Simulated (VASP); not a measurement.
Write the native input for VASP 6.6.1 that does the following.

| Quantity | Value |
| --- | --- |
| Task | single point |
| Functional | r2SCAN |
| Potentials or basis | VASP PAW PBE potentials, release 64 (Co) |
| Cutoff | 520 eV |
| k mesh | 12 × 12 × 4 |
| Occupations | gaussian, width 0.1 eV |
| Spin | collinear spin, ferromagnetic start |
| Starting moments | [2.55, 2.55] μB |
| Dipole correction | no |
| Further INCAR settings | ALGO = Normal; EDIFF = 1e-07; NBANDS = 20 |

Co:

```xyz
2
Lattice="2.4696 0.0000 0.0000 -1.2348 2.1388 0.0000 0.0000 0.0000 4.0231" Properties=species:S:1:pos:R:3 pbc="T T T"
Co    0.0000    1.4258    1.0058
Co    1.2348    0.7129    3.0173
```

One way to write it, as run:

POSCAR

```
Co
1.0
    2.4696246597      0.0000000000      0.0000000000
   -1.2348123298      2.1387576932      0.0000000000
    0.0000000000      0.0000000000      4.0230621840
Co
2
Direct
    0.3333333333      0.6666666667      0.2500000000
    0.6666666667      0.3333333333      0.7500000000
```

INCAR.step1

```
SYSTEM = Co
PREC = Accurate
ENCUT = 520
ISMEAR = 0
SIGMA = 0.1
LREAL = .False.
LASPH = .True.
NELM = 150
ISPIN = 2
MAGMOM = 2.55 2.55
LMAXMIX = 4
NBANDS = 20
GGA = PE
ALGO = Normal
EDIFF = 1E-4
LWAVE = .True.
LCHARG = .False.
```

INCAR.step2

```
SYSTEM = Co
PREC = Accurate
ENCUT = 520
EDIFF = 1E-7
ISMEAR = 0
SIGMA = 0.1
LREAL = .False.
LASPH = .True.
NELM = 150
ALGO = Normal
ISIF = 2
LWAVE = .False.
LCHARG = .False.
ISPIN = 2
MAGMOM = 2.55 2.55
LORBIT = 11
LMAXMIX = 4
METAGGA = R2SCAN
LMIXTAU = .True.
NBANDS = 20
ISTART = 1
```

KPOINTS

```
Automatic mesh
0
Gamma
  12 12 4
  0 0 0
```

Potentials or basis: VASP PAW PBE potentials, release 64 (Co).

Run with:

```sh
$ cat potpaw_PBE.64/Co/POTCAR > POTCAR
$ cp INCAR.step1 INCAR
$ mpirun -np 1 vasp_std > vasp.out
$ cp INCAR.step2 INCAR
$ mpirun -np 1 vasp_std > vasp.out
```

Results of the run:

```json
{
  "Pressure": "-0.3 GPa",
  "Net moment": "3.46 μB per cell",
  "Site moments": "Co +1.79 μB",
  "Valence electrons inside the program's atomic spheres": "Co 8.34"
}
```

Caveat: the k points lie up to 0.39 Å⁻¹ apart; the PAW data sets were made with another functional, which shifts forces and pressure a little.

Wall time 110 s on 1 thread of Intel(R) Xeon(R) Platinum 8488C (Sapphire Rapids) (shared host), peak memory 0.16 GiB.
